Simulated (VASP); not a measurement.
# Sn3Se (Fm-3m) in VASP: settings compared

Aim: see how the results for Sn3Se move with the level of theory and the settings. Levels: r2SCAN, PBEsol. Tasks: single point.

Program: VASP 6.6.1. These are calculated values, not measurements. Logs are shortened: lines on timing, memory, paths and dates and some standing lists are left out, and cuts for length are marked.

## 1. The cell of the first run

Symmetry: Fm-3m, No. 225, cubic system. The conventional cell has a = 7.466 Å, b = 7.466 Å, c = 7.466 Å, α = 90.00°, β = 90.00°, γ = 90.00°. Within 4.3 Å of Sn (site symmetry m-3m) lie 8 Sn at 3.23 Å and 6 Se at 3.73 Å. Within 4.3 Å of Sn (site symmetry -43m) lie 10 Sn at 3.23 to 3.73 Å and 4 Se at 3.23 Å. Within 4.3 Å of Se (site symmetry m-3m) lie 14 Sn at 3.23 to 3.73 Å.

## 2. Single point, r2SCAN

Contents of POSCAR:

```
Sn3Se
1.0
    0.0000000000      3.7331380000      3.7331380000
    3.7331380000      0.0000000000      3.7331380000
    3.7331380000      3.7331380000      0.0000000000
Sn Se
3 1
Direct
    0.5000000000      0.5000000000      0.5000000000
    0.7500000000      0.7500000000      0.7500000000
    0.2500000000      0.2500000000      0.2500000000
    0.0000000000      0.0000000000      0.0000000000
```

Contents of INCAR.step1:

```
SYSTEM = Sn3Se
PREC = Accurate
ENCUT = 520
ISMEAR = -1
SIGMA = 0.05
LREAL = .FALSE.
LASPH = .TRUE.
NELM = 60
NBANDS = 32
GGA = PE
ALGO = Normal
EDIFF = 1E-4
LWAVE = .TRUE.
LCHARG = .FALSE.
```

Contents of INCAR.step2:

```
SYSTEM = Sn3Se
PREC = Accurate
ENCUT = 520
EDIFF = 1E-7
ISMEAR = -1
SIGMA = 0.05
LREAL = .FALSE.
LASPH = .TRUE.
NELM = 60
ALGO = Normal
ISIF = 2
LWAVE = .FALSE.
LCHARG = .TRUE.
METAGGA = R2SCAN
LMIXTAU = .TRUE.
LELF = .TRUE.
LVHAR = .TRUE.
NBANDS = 32
ISTART = 1
```

Contents of KPOINTS:

```
regular mesh
0
G
  4 4 4
  0 0 0
```

Potentials or basis: VASP PAW PBE potentials, release 64 (Sn_d, Se).

On the command line:

```
> cat potpaw_PBE.64/Sn_d/POTCAR potpaw_PBE.64/Se/POTCAR > POTCAR
> cp INCAR.step1 INCAR
> mpirun -np 1 vasp_std > vasp.out
> cp INCAR.step2 INCAR
> mpirun -np 1 vasp_std > vasp.out
```

OUTCAR:

```text
SYSTEM = Sn3Se
   PREC = Accurate
   ENCUT = 520
   EDIFF = 1E-7
   ISMEAR = -1
   LREAL = .FALSE.
   LASPH = .TRUE.
   NELM = 60
   ISIF = 2
   METAGGA = R2SCAN
   ISTART = 1

 ion  position               nearest neighbor table
   1  0.500  0.500  0.500-   3 3.23   3 3.23   3 3.23   2 3.23   2 3.23   2 3.23   3 3.23   2 3.23

   2  0.750  0.750  0.750-   1 3.23   1 3.23   1 3.23   4 3.23   4 3.23   4 3.23   4 3.23   1 3.23
                             3 3.73   3 3.73   3 3.73   3 3.73   3 3.73   3 3.73
   3  0.250  0.250  0.250-   4 3.23   4 3.23   4 3.23   1 3.23   1 3.23   1 3.23   4 3.23   1 3.23
                             2 3.73   2 3.73   2 3.73   2 3.73   2 3.73   2 3.73
   4  0.000  0.000  0.000-   2 3.23   2 3.23   2 3.23   3 3.23   3 3.23   3 3.23   3 3.23   2 3.23

  LATTYP: Found a face centered cubic cell.
 ALAT       =     7.4662760000

  Lattice vectors:

 A1 = (   0.0000000000,   3.7331380000,   3.7331380000)
 A2 = (   3.7331380000,   0.0000000000,   3.7331380000)
 A3 = (   3.7331380000,   3.7331380000,   0.0000000000)

Analysis of symmetry for initial positions (statically):
=====================================================================
 Subroutine PRICEL returns:
 Original cell was already a primitive cell.

 Routine SETGRP: Setting up the symmetry group for a
 face centered cubic supercell.

 Subroutine GETGRP returns: Found 48 space group operations
 (whereof 48 operations were pure point group operations)
 out of a pool of 48 trial point group operations.

The static configuration has the point symmetry O_h .

Analysis of symmetry for dynamics (positions and initial velocities):
=====================================================================
 Subroutine PRICEL returns:
 Original cell was already a primitive cell.

 Routine SETGRP: Setting up the symmetry group for a
 face centered cubic supercell.

 Subroutine GETGRP returns: Found 48 space group operations
 (whereof 48 operations were pure point group operations)
 out of a pool of 48 trial point group operations.

The dynamic configuration has the point symmetry O_h .

 Subroutine INISYM returns: Found 48 space group operations
 (whereof 48 operations are pure point group operations),
 and found     1 'primitive' translations

----------------------------------------------------------------------------------------

                                     Primitive cell

  volume of cell :     104.0524

  direct lattice vectors                    reciprocal lattice vectors
     0.000000000  3.733138000  3.733138000    -0.133935579  0.133935579  0.133935579
     3.733138000  0.000000000  3.733138000     0.133935579 -0.133935579  0.133935579
     3.733138000  3.733138000  0.000000000     0.133935579  0.133935579 -0.133935579

  length of vectors
     5.279454390  5.279454390  5.279454390     0.231983228  0.231983228  0.231983228

  position of ions in fractional coordinates (direct lattice)
     0.500000000  0.500000000  0.500000000
     0.750000000  0.750000000  0.750000000
     0.250000000  0.250000000  0.250000000
     0.000000000  0.000000000  0.000000000

  ion indices of the primitive-cell ions
   primitive index   ion index
                 1           1
                 2           2
                 3           3
                 4           4

----------------------------------------------------------------------------------------

 KPOINTS: regular mesh

Automatic generation of k-mesh.
 Grid dimensions read from file:
 generate k-points for:    4    4    4

 Generating k-lattice:

  Cartesian coordinates                     Fractional coordinates (reciprocal lattice)
    -0.033483895  0.033483895  0.033483895     0.250000000  0.000000000  0.000000000
     0.033483895 -0.033483895  0.033483895     0.000000000  0.250000000  0.000000000
     0.033483895  0.033483895 -0.033483895     0.000000000  0.000000000  0.250000000

  Length of vectors
     0.057995807  0.057995807  0.057995807

  Shift w.r.t. Gamma in fractional coordinates (k-lattice)
     0.000000000  0.000000000  0.000000000

 Subroutine IBZKPT returns following result:
 ===========================================

 Found      8 irreducible k-points:

 Following reciprocal coordinates:
            Coordinates               Weight
  0.000000  0.000000  0.000000      1.000000
  0.250000  0.000000  0.000000      8.000000
  0.500000  0.000000  0.000000      4.000000
  0.250000  0.250000  0.000000      6.000000
  0.500000  0.250000  0.000000     24.000000
 -0.250000  0.250000  0.000000     12.000000
  0.500000  0.500000  0.000000      3.000000
 -0.250000  0.500000  0.250000      6.000000
   k-points           NKPTS =      8   k-points in BZ     NKDIM =      8   number of bands    NBANDS=     32
   number of dos      NEDOS =    301   number of ions     NIONS =      4
   total plane-waves  NPLWV =  64000
   dimension x,y,z NGX =    40 NGY =   40 NGZ =   40
   dimension x,y,z NGXF=    80 NGYF=   80 NGZF=   80
[... 44 lines left out ...]
 non-spin polarized calculation
  energy-cutoff  :      520.00
  volume of cell :      104.05
 maximum number of plane-waves:      2826
   NGX = 19   NGY = 19   NGZ = 19

 number of electron      48.0000025 magnetization

 Free energy of the ion-electron system (eV)
  ---------------------------------------------------
  ext. energy  EPLUGINS =         0.00000000
  ---------------------------------------------------
  free energy    TOTEN  =       -87.73647019 eV

  energy without entropy =      -87.70003075  energy(sigma->0) =      -87.71825047

 E-fermi :   7.3478     XC(G=0): -11.0274

 val. band max:        7.3360278987   @ k =  -0.2500   0.2500   0.0000
 cond. band min:       7.4393110297   @ k =   0.2500   0.0000   0.0000
 fundamental gap:      0.1032831309
 Fermi energy:         7.3478082671

 k-point     1 :       0.0000    0.0000    0.0000
  band No.  band energies     occupation
      1     -15.2311      2.00000
      2     -15.2311      2.00000
      3     -15.1984      2.00000
      4     -15.1984      2.00000
      5     -15.1984      2.00000
      6     -15.1888      2.00000
[... 24 lines left out ...]
     31      14.0777      0.00000
     32      14.0777      0.00000

 k-point     2 :       0.2500    0.0000    0.0000
  band No.  band energies     occupation
      1     -15.2143      2.00000
      2     -15.2143      2.00000
      3     -15.2130      2.00000
      4     -15.2088      2.00000
      5     -15.2088      2.00000
      6     -15.1822      2.00000
[... 24 lines left out ...]
     31      12.7523      0.00000
     32      13.7043      0.00000

 k-point     3 :       0.5000    0.0000    0.0000
  band No.  band energies     occupation
      1     -15.2162      2.00000
      2     -15.2162      2.00000
      3     -15.1999      2.00000
      4     -15.1801      2.00000
      5     -15.1800      2.00000
      6     -15.1797      2.00000
[... 24 lines left out ...]
     31      13.2391      0.00000
     32      16.8175      0.00000

 k-point     4 :       0.2500    0.2500    0.0000
  band No.  band energies     occupation
      1     -15.2231      2.00000
      2     -15.2174      2.00000
      3     -15.2174      2.00000
      4     -15.2081      2.00000
      5     -15.1955      2.00000
      6     -15.1790      2.00000
[... 24 lines left out ...]
     31      12.3820      0.00000
     32      12.3821      0.00000

 k-point     5 :       0.5000    0.2500    0.0000
  band No.  band energies     occupation
      1     -15.2196      2.00000
      2     -15.2152      2.00000
      3     -15.2033      2.00000
      4     -15.1996      2.00000
      5     -15.1977      2.00000
      6     -15.1824      2.00000
[... 24 lines left out ...]
     31      12.7239      0.00000
     32      14.6128      0.00000

 k-point     6 :      -0.2500    0.2500    0.0000
  band No.  band energies     occupation
      1     -15.2213      2.00000
      2     -15.2076      2.00000
      3     -15.2063      2.00000
      4     -15.2020      2.00000
      5     -15.1916      2.00000
      6     -15.1833      2.00000
[... 24 lines left out ...]
     31      13.0376      0.00000
     32      15.0541      0.00000

 k-point     7 :       0.5000    0.5000    0.0000
  band No.  band energies     occupation
      1     -15.2202      2.00000
      2     -15.2202      2.00000
      3     -15.2147      2.00000
      4     -15.2135      2.00000
      5     -15.1962      2.00000
      6     -15.1781      2.00000
[... 24 lines left out ...]
     31      12.8224      0.00000
     32      13.9187      0.00000

 k-point     8 :      -0.2500    0.5000    0.2500
  band No.  band energies     occupation
      1     -15.2133      2.00000
      2     -15.2106      2.00000
      3     -15.2105      2.00000
      4     -15.1980      2.00000
      5     -15.1941      2.00000
      6     -15.1914      2.00000
[... 24 lines left out ...]
     31      12.0836      0.00000
     32      15.5396      0.00000

------------------------ aborting loop because EDIFF is reached ----------------------------------------

  FORCE on cell =-STRESS in cart. coord.  units (eV):
  Direction    XX          YY          ZZ          XY          YZ          ZX
  --------------------------------------------------------------------------------------
  -------------------------------------------------------------------------------------
  Total       -1.0548720     -1.0548720     -1.0548720     -0.0000000      0.0000000     -0.0000000
  in kB      -16.2427002    -16.2427002    -16.2427002     -0.0000000      0.0000000     -0.0000000
  external PRESSURE =     -16.2427002 kB  Pullay stress =       0.0000000 kB

 VOLUME and BASIS-vectors are now :
 -----------------------------------------------------------------------------
  energy-cutoff  :      520.00
  volume of cell :      104.05
      direct lattice vectors                 reciprocal lattice vectors
     0.000000000  3.733138000  3.733138000    -0.133935579  0.133935579  0.133935579
     3.733138000  0.000000000  3.733138000     0.133935579 -0.133935579  0.133935579
     3.733138000  3.733138000  0.000000000     0.133935579  0.133935579 -0.133935579

 POSITION                                       TOTAL-FORCE (eV/Angst)
 -----------------------------------------------------------------------------------
      3.73314      3.73314      3.73314         0.000000      0.000000     -0.000000
      5.59971      5.59971      5.59971         0.000000     -0.000000      0.000000
      1.86657      1.86657      1.86657        -0.000000     -0.000000     -0.000000
      0.00000      0.00000      0.00000         0.000000      0.000000     -0.000000
 -----------------------------------------------------------------------------------
    total drift:                               -0.000000     -0.000000      0.000000

  FREE ENERGIE OF THE ION-ELECTRON SYSTEM (eV)
  ---------------------------------------------------
  free  energy   TOTEN  =       -87.7364701890 eV

  energy  without entropy=      -87.7000307545  energy(sigma->0) =      -87.71825047
```

Run time: 71 s. Hardware: 1 thread of Intel Xeon 6975P-C (Granite Rapids), shared host; peak memory 0.26 GiB.

What came out:

```
Free energy            : -87.7365 eV
Pressure               : -1.6 GPa
Band gap on the k mesh : zero (band 24 reaches 7.96 eV, above the bottom of band 25 at 5.83 eV)
```

Caveat: the k points lie up to 0.36 Å⁻¹ apart; the PAW data sets were made with another functional, which shifts forces and pressure a little; spin-orbit coupling is left out, which moves the levels of the heavy elements.

## 3. Single point, PBEsol

This run uses another cell than the first one, of 21.54 Å³/atom, 0.828 times its volume.

Contents of INCAR:

```
PREC = Accurate
ENCUT = 520
EDIFF = 1E-6
ISMEAR = -1
SIGMA = 0.05
LREAL = F
LASPH = T
NELM = 60
ALGO = Normal
ISIF = 2
LWAVE = F
LCHARG = T
GGA = PS
LELF = T
LVHAR = T
NBANDS = 32
```

Contents of KPOINTS:

```
regular mesh
0
Gamma
  6 6 6
```

Contents of POSCAR:

```
Sn3Se
1.0
    0.0000000000      3.5055598844      3.5055598844
    3.5055598844      0.0000000000      3.5055598844
    3.5055598844      3.5055598844      0.0000000000
Sn Se
3 1
Direct
    0.5000000000      0.5000000000      0.5000000000
    0.7500000000      0.7500000000      0.7500000000
    0.2500000000      0.2500000000      0.2500000000
    0.0000000000      0.0000000000      0.0000000000
```

Potentials or basis: VASP PAW PBE potentials, release 64 (Sn_d, Se).

On the command line:

```
> cat potpaw_PBE.64/Sn_d/POTCAR potpaw_PBE.64/Se/POTCAR > POTCAR
> mpirun -np 1 vasp_std > vasp.out
```

Wall time 28 s (1 thread of Intel Xeon 6975P-C (Granite Rapids), shared host); peak memory 0.24 GiB.

The run converged. Its results:

- Free energy: -16.3261 eV
- Pressure: 10.1 GPa
- Band gap on the k mesh: zero (band 24 reaches 10.27 eV, above the bottom of band 25 at 7.66 eV)

Levels at points of the mesh, in eV from the Fermi level:
```csv
k point,band 20,band 21,band 22,band 23,band 24,band 25,band 26,band 27,band 28,band 29
"(0.00, 0.00, 0.00)",-3.60,-3.60,-1.87,-1.87,-1.87,-1.82,-0.81,-0.81,-0.81,3.87
"(0.50, 0.00, 0.00)",-4.21,-4.21,-2.82,-2.82,-0.61,0.78,2.38,2.38,3.64,3.64
"(0.50, 0.50, 0.00)",-5.99,-5.99,-0.03,0.58,0.58,1.58,3.06,3.06,4.19,4.90
```

Caveat: the PAW data sets were made with another functional, which shifts forces and pressure a little; spin-orbit coupling is left out, which moves the levels of the heavy elements.

## 4. Single point, PBEsol

This run uses another cell than the first one, of 22.75 Å³/atom, 0.874 times its volume.

Contents of INCAR:

```
ALGO = Normal ; EDIFF = 1E-6
ENCUT = 520 ; GGA = PS
ISIF = 2 ; ISMEAR = -1
LASPH = True ; LCHARG = True
LELF = True ; LREAL = False
LVHAR = True ; LWAVE = False
NBANDS = 32 ; NELM = 100
PREC = Accurate ; SIGMA = 0.05
```

Contents of KPOINTS:

```
k-points
0
Gamma
  6 6 6
```

Contents of POSCAR:

```
Sn3Se
1.0
    0.0000000000      3.5697574287      3.5697574287
    3.5697574287      0.0000000000      3.5697574287
    3.5697574287      3.5697574287      0.0000000000
Sn Se
3 1
Direct
    0.5000000000      0.5000000000      0.5000000000
    0.7500000000      0.7500000000      0.7500000000
    0.2500000000      0.2500000000      0.2500000000
    0.0000000000      0.0000000000      0.0000000000
```

On the command line:

```
> cat potpaw_PBE.64/Sn_d/POTCAR potpaw_PBE.64/Se/POTCAR > POTCAR
> mpirun -np 1 vasp_std > vasp.out
```

Run time: 27 s. Hardware: 1 thread of Intel Xeon 6975P-C (Granite Rapids), shared host; peak memory 0.24 GiB.

The run converged. Its results:

| Quantity | Value |
| --- | --- |
| Free energy | -16.5498 eV |
| Pressure | 5.1 GPa |
| Band gap on the k mesh | zero (band 24 reaches 9.48 eV, above the bottom of band 25 at 7.04 eV) |

Levels at points of the mesh, in eV from the Fermi level:
| k point | band 21 | band 22 | band 23 | band 24 | band 25 | band 26 | band 27 | band 28 |
| --- | --- | --- | --- | --- | --- | --- | --- | --- |
| (0.00, 0.00, 0.00) | -3.36 | -2.15 | -1.70 | -1.70 | -1.70 | -0.72 | -0.72 | -0.72 |
| (0.50, 0.00, 0.00) | -3.95 | -2.61 | -2.61 | -0.69 | 0.64 | 2.30 | 2.30 | 3.61 |
| (0.50, 0.50, 0.00) | -5.62 | -0.11 | 0.55 | 0.55 | 1.38 | 2.97 | 2.97 | 3.90 |

Caveat: the PAW data sets were made with another functional, which shifts forces and pressure a little; spin-orbit coupling is left out, which moves the levels of the heavy elements.

## 5. Single point, PBEsol

This run uses another cell than the first one, of 23.68 Å³/atom, 0.910 times its volume.

Contents of INCAR:

```
SYSTEM = Sn3Se
ALGO = Normal ; EDIFF = 1E-7
ENCUT = 520 ; GGA = PS
ISIF = 2 ; ISMEAR = -1
LASPH = .True. ; LCHARG = .True.
LELF = .True. ; LREAL = .False.
LVHAR = .True. ; LWAVE = .False.
NBANDS = 32 ; NELM = 60
PREC = Accurate ; SIGMA = 0.05
```

Contents of KPOINTS:

```
k-points
0
Gamma
  6 6 6
  0 0 0
```

Contents of POSCAR:

```
Sn3Se
1.0
    0.0000000000      3.6179228397      3.6179228397
    3.6179228397      0.0000000000      3.6179228397
    3.6179228397      3.6179228397      0.0000000000
Sn Se
3 1
Direct
    0.5000000000      0.5000000000      0.5000000000
    0.7500000000      0.7500000000      0.7500000000
    0.2500000000      0.2500000000      0.2500000000
    0.0000000000      0.0000000000      0.0000000000
```

On the command line:

```
> cat potpaw_PBE.64/Sn_d/POTCAR potpaw_PBE.64/Se/POTCAR > POTCAR
> mpirun -np 1 vasp_std > vasp.out
```

Run time: 31 s. Hardware: 1 thread of Intel Xeon 6975P-C (Granite Rapids), shared host; peak memory 0.25 GiB.

The run converged. Its results:

* Free energy: -16.6310 eV
* Pressure: 2.0 GPa
* Band gap on the k mesh: zero (band 24 reaches 8.92 eV, above the bottom of band 25 at 6.64 eV)

Levels at points of the mesh, in eV from the Fermi level:
```
           k point  band 21  band 22  band 23  band 24  band 25  band 26  band 27  band 28
(0.00, 0.00, 0.00)    -3.20    -2.39    -1.58    -1.58    -1.58    -0.67    -0.67    -0.67
(0.50, 0.00, 0.00)    -3.76    -2.47    -2.47    -0.74     0.54     2.24     2.24     3.58
(0.50, 0.50, 0.00)    -5.37    -0.17     0.53     0.53     1.24     2.90     2.90     3.69
```

Caveat: the PAW data sets were made with another functional, which shifts forces and pressure a little; spin-orbit coupling is left out, which moves the levels of the heavy elements.

## 6. Summary

```csv
level,cell,k mesh,gap on the mesh (eV),pressure (GPa)
r2SCAN,"a = 5.279 Å, angles 60.0°, 4 atoms",4 × 4 × 4,none,-1.6
PBEsol,"a = 4.958 Å, angles 60.0°, 4 atoms",6 × 6 × 6,none,10.1
PBEsol,"a = 5.048 Å, angles 60.0°, 4 atoms",6 × 6 × 6,none,5.1
PBEsol,"a = 5.117 Å, angles 60.0°, 4 atoms",6 × 6 × 6,none,2.0
```

Alike in all rows: task single point; potentials or basis VASP PAW PBE potentials, release 64 (Sn_d, Se); no spin polarisation; cutoff (eV) 520; smearing fermi-dirac 0.05 eV.

Caveats: some runs use coarse meshes; the PAW data sets were made with another functional, which shifts forces and pressure a little; spin-orbit coupling is left out, which moves the levels of the heavy elements.

Absolute energies hang on the potentials; compare differences alone.
